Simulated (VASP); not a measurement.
The system is KPd2Se2I.

```
K Pd Se I
1.0
    -2.41286    2.41286    6.37829
     2.41286   -2.41286    6.37829
     2.41286    2.41286   -6.37829
K Pd Se I
1 2 2 1
Direct
  0.00000 0.00000 0.00000
  0.35258 0.35258 0.00000
  0.64742 0.64742 0.00000
  0.25000 0.75000 0.50000
  0.75000 0.25000 0.50000
  0.50000 0.50000 0.00000
```

The cell was built from a structure type or drawn by symmetry, and may not be a known phase.

```yaml
Program: VASP 6.6.1
Task: relaxation of cell and atoms
Functional: PBE
Potentials_or_basis: VASP PAW PBE potentials, release 64 (K_sv, Pd, Se, I)
Cutoff: 600 eV
k_mesh: 4 × 4 × 4
Occupations: gaussian, width 0.15 eV
Spin: no spin polarisation
```

At the start: pressure 36.4 GPa; volume 24.76 Å³/atom.

Q: How do energy, volume and symmetry change on relaxing?

A: Over 10 steps the energy falls by 2127.7 meV/atom and the volume is 28.52 Å³/atom (+15.2 %); space group I4/mmm (No. 139, to 0.1 Å) before and after.

The path:
```tsv
step	energy change (eV)	largest force (eV/Å)	pressure (GPa)	volume (Å³)
1	0.0000	26.5598	36.42	148.54
2	-11.1845	0.0551	1.79	270.90
3	-11.2332	0.0605	1.97	267.71
4	-11.2676	0.0051	2.09	265.12
5	-11.6137	0.6554	2.15	243.47
6	-12.3899	0.8728	0.16	195.79
7	-12.7660	0.1214	0.13	172.11
8	-12.7635	0.0225	0.34	170.07
9	-12.7666	0.0879	0.19	171.58
10	-12.7665	0.0555	0.22	171.12
```

Final structure:
```
CELL_PARAMETERS angstrom
-2.41545 2.41545 7.33236
2.41545 -2.41545 7.33236
2.41545 2.41545 -7.33236
ATOMIC_POSITIONS crystal
K 0.00000 0.00000 0.00000
Pd 0.30436 0.30436 0.00000
Pd 0.69564 0.69564 0.00000
Se 0.25000 0.75000 0.50000
Se 0.75000 0.25000 0.50000
I 0.50000 0.50000 0.00000
```

Caveat: the volume moved by over 15 % at a fixed basis, so the end points are rough; the relaxation stopped at a loose force limit of 0.08 eV/Å, so its end isn't a converged minimum.
